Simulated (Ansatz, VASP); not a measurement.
TiO2 in VASP and in Ansatz

```
Ti O
1.0
     4.59400    0.02297    0.02297
     0.02297    4.59400    0.02297
     0.01480    0.01480    2.95900
Ti O
2 4
Direct
  0.00000 0.00000 0.00000
  0.50000 0.50000 0.50000
  0.30600 0.30600 0.00000
  0.19400 0.80600 0.50000
  0.69400 0.69400 0.00000
  0.80600 0.19400 0.50000
```

Change from the starting cell: equal xy, yz and zx shear strains of +1 %, crystal datasets.

Alike in both runs: task electric field gradients; functional PBE; k mesh 7 × 7 × 10; occupations fermi-dirac, width 0.05 eV; no spin polarisation.

|  | VASP | Ansatz |
| --- | --- | --- |
| version | VASP 6.6.1 | Ansatz 0.2.0 |
| potentials or method | VASP PAW PBE potentials, release 64 (Ti_sv, O), cutoff 520 eV | all-electron PAW with datasets made for the crystal, scalar-relativistic |

|  | VASP | Ansatz | Ansatz less VASP |
| --- | --- | --- | --- |
| gap on the k mesh at the Fermi level (eV) | 1.91 | 1.93 | +0.020 |
| pressure (GPa) | 6.2 | 5.5 | -0.70 |
| traceless stress, the component that is largest in VASP (GPa) | -2.25 | -2.23 | +0.021 |
| rms of the force components (eV/Å) | 0.130 | 0.116 | -0.0138 |
| size of Vzz on the site where it differs most (V/Å²) | 20.6 | 21.1 | +0.47 |

Atom by atom the forces differ by 0.014 eV/Å (rms over components). Ansatz ran all-electron here, and VASP with PAW potentials.
